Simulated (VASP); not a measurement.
Here is a VASP 6.6.1 calculation.

INCAR

```
PREC = Accurate ; ENCUT = 520
EDIFF = 1E-6 ; ISMEAR = -1
SIGMA = 0.13605693000000002 ; LREAL = False
LASPH = True ; NELM = 80
ALGO = Normal ; ISIF = 2
LWAVE = False ; LCHARG = True
GGA = PS ; LELF = True
LVHAR = True ; NBANDS = 8
```

KPOINTS

```
Automatic mesh
0
Gamma
  13 13 13
```

Contents of POSCAR:

```
Si
1.0
    2.5155299946      0.0000000000      0.0000000000
    0.0000000000      2.5155299946      0.0000000000
    0.0000000000      0.0000000000      2.5155299946
Si
1
Direct
    0.0000000000      0.0000000000      0.0000000000
```

Potentials or basis: VASP PAW PBE potentials, release 64 (Si).

The run is started by

```sh
$ cat potpaw_PBE.64/Si/POTCAR > POTCAR
$ mpirun -np 1 vasp_std > vasp.out
```

(1) What does it give for the pressure?

(2) Predict the band gap on the k mesh.

Answers

(1) 0.3 GPa.

(2) zero (band 2 reaches 15.89 eV, above the bottom of band 3 at 6.27 eV).

Caveat: the PAW data sets were made with another functional, which shifts forces and pressure a little.
